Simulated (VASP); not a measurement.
# La2O3 (P-62m) in VASP: a series of runs, part 2 of 2

VASP 6.6.1.

### 3 Single point, PBEsol+D3(BJ)

This run uses another cell than the first one, of 22.45 Å³/atom, 0.996 times its volume.

The input, INCAR:

```
SYSTEM = La2O3
  PREC = Accurate
  ENCUT = 520
  EDIFF = 1E-6
  ISMEAR = 0
  SIGMA = 0.01
  LREAL = .False.
  LASPH = .True.
  NELM = 80
  ALGO = Normal
  ISIF = 2
  LWAVE = .False.
  LCHARG = .False.
  GGA = PS
  IVDW = 12
  NBANDS = 28
```

The input, KPOINTS:

```
regular mesh
0
Gamma
  3 3 6
  0 0 0
```

The input, POSCAR:

```
La2O3
1.0
    6.2667800000      0.0000000000      0.0000000000
   -3.1333900000      5.4271906799      0.0000000000
    0.0000000000      0.0000000000      3.2997660000
La O
2 3
Direct
    0.3333330000      0.6666670000      0.5000000000
    0.6666670000      0.3333330000      0.5000000000
    0.4919860000      0.4919860000      0.0000000000
    1.0000000000      0.5080140000      0.0000000000
    0.5080140000      0.0000000000      0.0000000000
```

Potentials or basis: VASP PAW PBE potentials, release 64 (La, O).

Launch:

```sh
$ cat potpaw_PBE.64/La/POTCAR potpaw_PBE.64/O/POTCAR > POTCAR
$ mpirun -np 1 vasp_std > vasp.out
```

OUTCAR:

```text
SYSTEM = La2O3
   PREC = Accurate
   ENCUT = 520
   EDIFF = 1E-6
   ISMEAR = 0
   LREAL = .False.
   LASPH = .True.
   NELM = 80
   ISIF = 2
   GGA = PS
   IVDW = 12
 IVDW          = 12

 ion  position               nearest neighbor table
   1  0.333  0.667  0.500-   4 2.45   4 2.45   5 2.45   5 2.45   3 2.45   3 2.45   2 3.62   2 3.62
                             2 3.62
   2  0.667  0.333  0.500-   5 2.45   5 2.45   4 2.45   4 2.45   3 2.45   3 2.45   1 3.62   1 3.62
                             1 3.62
   3  0.492  0.492  0.000-   1 2.45   1 2.45   2 2.45   2 2.45
   4  0.000  0.508  0.000-   1 2.45   1 2.45   2 2.45   2 2.45
   5  0.508  0.000  0.000-   2 2.45   2 2.45   1 2.45   1 2.45

  LATTYP: Found a hexagonal cell.
 ALAT       =     6.2667800000
 C/A-ratio  =     0.5265488816

  Lattice vectors:

 A1 = (   6.2667800000,   0.0000000000,   0.0000000000)
 A2 = (  -3.1333900000,   5.4271906799,   0.0000000000)
 A3 = (   0.0000000000,   0.0000000000,   3.2997660000)

Analysis of symmetry for initial positions (statically):
=====================================================================
 Subroutine PRICEL returns:
 Original cell was already a primitive cell.

 Routine SETGRP: Setting up the symmetry group for a
 hexagonal supercell.

 Subroutine GETGRP returns: Found 12 space group operations
 (whereof 12 operations were pure point group operations)
 out of a pool of 24 trial point group operations.

The static configuration has the point symmetry D_3h.

Analysis of symmetry for dynamics (positions and initial velocities):
=====================================================================
 Subroutine PRICEL returns:
 Original cell was already a primitive cell.

 Routine SETGRP: Setting up the symmetry group for a
 hexagonal supercell.

 Subroutine GETGRP returns: Found 12 space group operations
 (whereof 12 operations were pure point group operations)
 out of a pool of 24 trial point group operations.

The dynamic configuration has the point symmetry D_3h.

 Subroutine INISYM returns: Found 12 space group operations
 (whereof 12 operations are pure point group operations),
 and found     1 'primitive' translations

----------------------------------------------------------------------------------------

                                     Primitive cell

  volume of cell :     112.2284

  direct lattice vectors                    reciprocal lattice vectors
     6.266780000  0.000000000  0.000000000     0.159571582  0.092128696  0.000000000
    -3.133390000  5.427190680  0.000000000     0.000000000  0.184257392  0.000000000
     0.000000000  0.000000000  3.299766000     0.000000000  0.000000000  0.303051792

  length of vectors
     6.266780000  6.266780000  3.299766000     0.184257392  0.184257392  0.303051792

  position of ions in fractional coordinates (direct lattice)
     0.333333000  0.666667000  0.500000000
     0.666667000  0.333333000  0.500000000
     0.491986000  0.491986000  0.000000000
     0.000000000  0.508014000  0.000000000
     0.508014000  0.000000000  0.000000000

  ion indices of the primitive-cell ions
   primitive index   ion index
                 1           1
                 2           2
[... 33 lines left out ...]
  0.333333  0.000000  0.000000      6.000000
  0.333333  0.333333  0.000000      2.000000
  0.000000  0.000000  0.166667      2.000000
  0.333333  0.000000  0.166667     12.000000
  0.333333  0.333333  0.166667      4.000000
  0.000000  0.000000  0.333333      2.000000
  0.333333  0.000000  0.333333     12.000000
  0.333333  0.333333  0.333333      4.000000
  0.000000  0.000000  0.500000      1.000000
  0.333333  0.000000  0.500000      6.000000
  0.333333  0.333333  0.500000      2.000000
   k-points           NKPTS =     12   k-points in BZ     NKDIM =     12   number of bands    NBANDS=     28
   number of dos      NEDOS =    301   number of ions     NIONS =      5
   total plane-waves  NPLWV =  64512
   dimension x,y,z NGX =    48 NGY =   48 NGZ =   28
   dimension x,y,z NGXF=    96 NGYF=   96 NGZF=   56
   ions per type =               2   3
   NGX,Y,Z   is equivalent  to a cutoff of  12.73, 12.73, 14.11 a.u.
   NGXF,Y,Z  is equivalent  to a cutoff of  25.47, 25.47, 28.21 a.u.
 SYSTEM =  La2O3
   PREC   = accura    normal or accurate (medium, high low for compatibility)
   ISTART =      0    job   : 0-new  1-cont  2-samecut
   ICHARG =      2    charge: 1-file 2-atom 10-const
   ISPIN  =      1    spin polarized calculation?
   LNONCOLLINEAR =      F non collinear calculations
   LSORBIT =      F    spin-orbit coupling
   LASPH  =      T    aspherical Exc in radial PAW
   ENCUT  =  520.0 eV  38.22 Ry    6.18 a.u.  11.65 11.65  6.14*2*pi/ulx,y,z
   NELM   =     80;   NELMIN=  2; NELMDL= -5     # of ELM steps
   EDIFF  = 0.1E-05   stopping-criterion for ELM
   LREAL  =      F    real-space projection
   EDIFFG = 0.1E-04   stopping-criterion for IOM
   NSW    =      0    number of steps for IOM
   IBRION =     -1    ionic relax: 0-MD 1-quasi-New 2-CG
   NFREE  =      0    steps in history (QN), initial steepest desc. (CG)
   ISIF   =      2    stress and relaxation
   ISYM   =      2    0-nonsym 1-usesym 2-fastsym
   POTIM  = 0.5000    time-step for ionic-motion
   TEBEG  =    0.0;   TEEND  =   0.0 temperature during run
   PSTRESS=    0.0 pullay stress
   NELECT =      40.0000    total number of electrons
   NUPDOWN=      -1.0000    fix difference up-down
   EMIN   =  10.00;   EMAX   =-10.00  energy-range for DOS
   EFERMI =   0.00;   METHOD = LEGACY
   ISMEAR =     0;   SIGMA  =   0.01  broadening in eV -4-tet -1-fermi 0-gaus
   EFERMI_NEDOS =   21; number of points for ismear=-14 and -15
   IALGO  =     38    algorithm
   IMIX   =      4    mixing-type and parameters
     AMIX     =   0.40;   BMIX     =  1.00
     AMIX_MAG =   1.60;   BMIX_MAG =  1.00
  volume/ion in A,a.u.               =      22.45       151.47
  Fermi-wavevector in a.u.,A,eV,Ry     =   1.160719  2.193442 18.330717  1.347270
  Thomas-Fermi vector in A             =   2.297299
   LORBIT       =      0    0 simple, 1 ext, 2 COOP (PROOUT), +10 PAW based schemes
   GGA     = PS    functional components
   LHFCALC =     F    Hartree Fock is set to
   AEXX    =    0.0000 exact exchange contribution
   IVDW    =    12    specifies the selected vdW correction
   LEPSILON=     F    determine dielectric tensor
   LRPA    =     F    only Hartree local field effects (RPA)
 non-spin polarized calculation
 Gauss-broadening in eV      SIGMA  =   0.01
  energy-cutoff  :      520.00
  volume of cell :      112.23
 maximum number of plane-waves:      3036
 NGX is ok and might be reduce to    48
   NGX = 23   NGY = 23   NGZ = 13

 number of electron      39.9999994 magnetization

 Free energy of the ion-electron system (eV)
  ---------------------------------------------------
  ext. energy  EPLUGINS =         0.00000000
  ---------------------------------------------------
  free energy    TOTEN  =       -42.44123568 eV

  energy without entropy =      -42.44123568  energy(sigma->0) =      -42.44123568

 E-fermi :   3.3865     XC(G=0):  -8.4812

 val. band max:        3.2855024570   @ k =   0.0000   0.0000   0.5000
 cond. band min:       4.7492973538   @ k =   0.0000   0.0000   0.0000
 fundamental gap:      1.4637948968
 Fermi energy:         3.3864763031

 k-point     1 :       0.0000    0.0000    0.0000
  band No.  band energies     occupation
      1     -27.2193      2.00000
      2     -26.9904      2.00000
      3     -14.1707      2.00000
      4     -14.1705      2.00000
      5     -12.4959      2.00000
      6     -10.7515      2.00000
[... 361 lines left out ...]
     27       8.0797      0.00000
     28       8.0960      0.00000

------------------------ aborting loop because EDIFF is reached ----------------------------------------

 Edisp (eV)   -0.99380

 E8    (eV) :    -0.7176

  FORCE on cell =-STRESS in cart. coord.  units (eV):
  Direction    XX          YY          ZZ          XY          YZ          ZX
  --------------------------------------------------------------------------------------
  -------------------------------------------------------------------------------------
  Total      -1.01889    -1.01889    -3.69014     0.00000     0.00000     0.00000
  in kB     -14.54575   -14.54575   -52.68056     0.00000     0.00000     0.00000
  external pressure =      -27.26 kB  Pullay stress =        0.00 kB

 VOLUME and BASIS-vectors are now :
 -----------------------------------------------------------------------------
  energy-cutoff  :      520.00
  volume of cell :      112.23
      direct lattice vectors                 reciprocal lattice vectors
     6.266780000  0.000000000  0.000000000     0.159571582  0.092128696  0.000000000
    -3.133390000  5.427190680  0.000000000     0.000000000  0.184257392  0.000000000
     0.000000000  0.000000000  3.299766000     0.000000000  0.000000000  0.303051792

 POSITION                                       TOTAL-FORCE (eV/Angst)
 -----------------------------------------------------------------------------------
     -0.00000      3.61813      1.64988         0.000000      0.000000      0.000000
      3.13339      1.80906      1.64988         0.000000      0.000000      0.000000
      1.54158      2.67010      0.00000         0.031053      0.053786     -0.000000
     -1.59181      2.75709      0.00000         0.031053     -0.053786      0.000000
      3.18361      0.00000      0.00000        -0.062107      0.000000      0.000000
 -----------------------------------------------------------------------------------
    total drift:                               -0.000000     -0.000000     -0.000000

  FREE ENERGIE OF THE ION-ELECTRON SYSTEM (eV)
  ---------------------------------------------------
  free  energy   TOTEN  =       -43.4350375514 eV

  energy  without entropy=      -43.4350375514  energy(sigma->0) =      -43.43503755
```

OSZICAR:

```text
N       E                     dE             d eps       ncg     rms          rms(c)
DAV:   1     0.537786149814E+03    0.53779E+03   -0.15798E+04   680   0.204E+03
DAV:   2     0.109777742528E+03   -0.42801E+03   -0.40765E+03   920   0.343E+02
DAV:   3    -0.299645708359E+02   -0.13974E+03   -0.13712E+03  1092   0.226E+02
DAV:   4    -0.478921572228E+02   -0.17928E+02   -0.17717E+02  1124   0.784E+01
DAV:   5    -0.491378570313E+02   -0.12457E+01   -0.12444E+01  1160   0.237E+01    0.145E+01
DAV:   6    -0.430369622581E+02    0.61009E+01   -0.52440E+01  1032   0.376E+01    0.785E+00
DAV:   7    -0.427048019479E+02    0.33216E+00   -0.57798E+00  1296   0.214E+01    0.351E+00
DAV:   8    -0.424527835706E+02    0.25202E+00   -0.11593E+00  1208   0.875E+00    0.126E+00
DAV:   9    -0.424168995830E+02    0.35884E-01   -0.33402E-01  1208   0.404E+00    0.422E-01
DAV:  10    -0.424340940196E+02   -0.17194E-01   -0.28072E-02  1128   0.119E+00    0.149E-01
DAV:  11    -0.424395956878E+02   -0.55017E-02   -0.75572E-03  1000   0.480E-01    0.131E-01
DAV:  12    -0.424410932895E+02   -0.14976E-02   -0.29875E-03  1000   0.437E-01    0.448E-02
DAV:  13    -0.424412016390E+02   -0.10835E-03   -0.10608E-03  1216   0.197E-01    0.328E-02
DAV:  14    -0.424412272726E+02   -0.25634E-04   -0.20204E-04  1112   0.966E-02    0.688E-03
DAV:  15    -0.424412362026E+02   -0.89300E-05   -0.25036E-05  1152   0.395E-02    0.834E-03
DAV:  16    -0.424412354529E+02    0.74966E-06   -0.13861E-05  1080   0.239E-02    0.123E-03
DAV:  17    -0.424412356824E+02   -0.22946E-06   -0.10229E-06   736   0.112E-02
   1 F= -.43435038E+02 E0= -.43435038E+02  d E =-.549025E-48
```

stdout:

```text
POSCAR found type information on POSCAR LaO
 POSCAR found :  2 types and       5 ions
 scaLAPACK will be used
 -----------------------------------------------------------------------------
|                                                                             |
|                                                                             |
|     You enforced a specific xc type in the INCAR file but a different       |
|     I HOPE YOU KNOW WHAT YOU ARE DOING!                                     |
|                                                                             |
 -----------------------------------------------------------------------------

 LDA part: xc-table for (Slater+PW92), standard interpolation
 POSCAR, INCAR and KPOINTS ok, starting setup
 FFT: planning ... GRIDC
 FFT: planning ... GRID_SOFT
 FFT: planning ... GRID
 WAVECAR not read
 entering main loop
```

It took 30 s on 1 thread of Intel Xeon 6975P-C (Granite Rapids), shared host; peak memory 0.26 GiB.

Results:

| Quantity | Value |
| --- | --- |
| Free energy | -43.4350 eV |
| Pressure | -2.7 GPa |
| Largest force | 0.062 eV/Å |
| Band gap on the k mesh | 1.46 eV, indirect (least direct gap 1.98 eV) |
| Dispersion energy per atom | -0.199 eV |

Forces on the atoms (eV/Å):
```
La   0.000  0.000  0.000
La   0.000  0.000  0.000
O    0.031  0.054  0.000
O    0.031 -0.054  0.000
O   -0.062  0.000  0.000
```

Stress tensor (GPa, compression positive):
```
-1.45  0.00  0.00
 0.00 -1.45  0.00
 0.00  0.00 -5.27
```

Levels at points of the mesh, in eV from the valence-band top:
```csv
k point,band 18,band 19,band 20,band 21,band 22,band 23
"(0.00, 0.00, 0.00)",-1.03,-0.73,-0.51,1.46,3.50,4.01
"(0.00, 0.00, 0.50)",-1.20,-0.34,0.00,4.34,4.36,4.39
```

Caveat: three body term missing; the PAW data sets were made with another functional, which shifts forces and pressure a little; spin-orbit coupling is left out, which moves the levels of the heavy elements. A k mesh can miss the band edges.
